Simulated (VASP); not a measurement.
Here is a VASP 6.6.1 calculation.

The input INCAR:

```
SYSTEM = CdSe
  ALGO = Normal
  EDIFF = 1E-6
  ENCUT = 520
  GGA = PS
  ISIF = 2
  ISMEAR = 0
  LASPH = .TRUE.
  LCHARG = .TRUE.
  LELF = .TRUE.
  LREAL = .FALSE.
  LVHAR = .TRUE.
  LWAVE = .FALSE.
  NBANDS = 16
  NELM = 80
  PREC = Accurate
  SIGMA = 0.02
```

Contents of KPOINTS:

```
k-points
0
G
  10 10 10
  0 0 0
```

POSCAR

```
CdSe
1.0
    0.0000000000      3.0413095948      3.0413095948
    3.0413095948      0.0000000000      3.0413095948
    3.0413095948      3.0413095948      0.0000000000
Cd Se
1 1
Direct
    0.0000000000      0.0000000000      0.0000000000
    0.7500000000      0.7500000000      0.7500000000
```

Potentials or basis: VASP PAW PBE potentials, release 64 (Cd, Se).

Command:

```bash
$ cat potpaw_PBE.64/Cd/POTCAR potpaw_PBE.64/Se/POTCAR > POTCAR
$ mpirun -np 1 vasp_std > vasp.out
```

Question: Estimate the band gap on the k mesh.

Answer: 0.48 eV, direct.

Question: Predict the pressure.

Answer: 0.3 GPa.

Caveat: the PAW data sets were made with another functional, which shifts forces and pressure a little.
